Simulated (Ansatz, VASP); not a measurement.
Two plane-wave programs on CdO

Contents of INCAR:

```
ALGO = Normal ; EDIFF = 1E-6
ENCUT = 600 ; GGA = CA
GGA_COMPAT = F ; ISIF = 2
ISMEAR = 0 ; LASPH = T
LCHARG = F ; LREAL = F
LWAVE = F ; NBANDS = 16
NELM = 120 ; PREC = Accurate
SIGMA = 0.05
```

File KPOINTS:

```
k-points
0
Gamma
  8 8 8
```

The input POSCAR:

```
CdO
1.0
    0.0000000000      2.3322927617      2.3322927617
    2.3322927617      0.0000000000      2.3322927617
    2.3322927617      2.3322927617      0.0000000000
Cd O
1 1
Direct
    0.0000000000      0.0000000000      0.0000000000
    0.5000000000      0.5000000000      0.5000000000
```

Input for Ansatz:

```yaml
crystal:
  lattice:
    - [0.0, 2.3322927617, 2.3322927617]
    - [2.3322927617, 0.0, 2.3322927617]
    - [2.3322927617, 2.3322927617, 0.0]
  atoms:
    - { symbol: Cd, position: [0.0, 0.0, 0.0] }
    - { symbol: O, position: [0.5, 0.5, 0.5] }
basis:
  ecutwfc: 420
  ecutrho_ratio: 4
kpoints:
  mp_grid: { grid: [8, 8, 8] }
hamiltonian:
  xc: lda
scf:
  occupations: { method: gaussian, width: 0.05 }
output:
  forces: true
  stress: true
  eigenvalues: true
```

Alike in both runs: task single point; functional LDA; k mesh 8 × 8 × 8; occupations gaussian, width 0.05 eV; no spin polarisation.

```csv
,VASP,Ansatz
version,VASP 6.6.1,Ansatz 0.2.0
potentials or method,"VASP PAW LDA potentials, release 64 (Cd, O), cutoff 600 eV","scalar-relativistic, plane waves, PAW"
valence electrons in the cell,18,26
```

```csv
,VASP,Ansatz,Ansatz less VASP
gap on the k mesh at the Fermi level (eV),none,none,-
pressure (GPa),-1.3,-3.0,-1.76
```

LDA's correlation is that of Perdew and Zunger in VASP and of Perdew and Wang (1992) in Ansatz. A gap of «none» marks a metal or a gap that the smearing closes. VASP's potentials hold 18 valence electrons a cell and Ansatz's 26, so a difference there can come from the potentials and not from the codes.
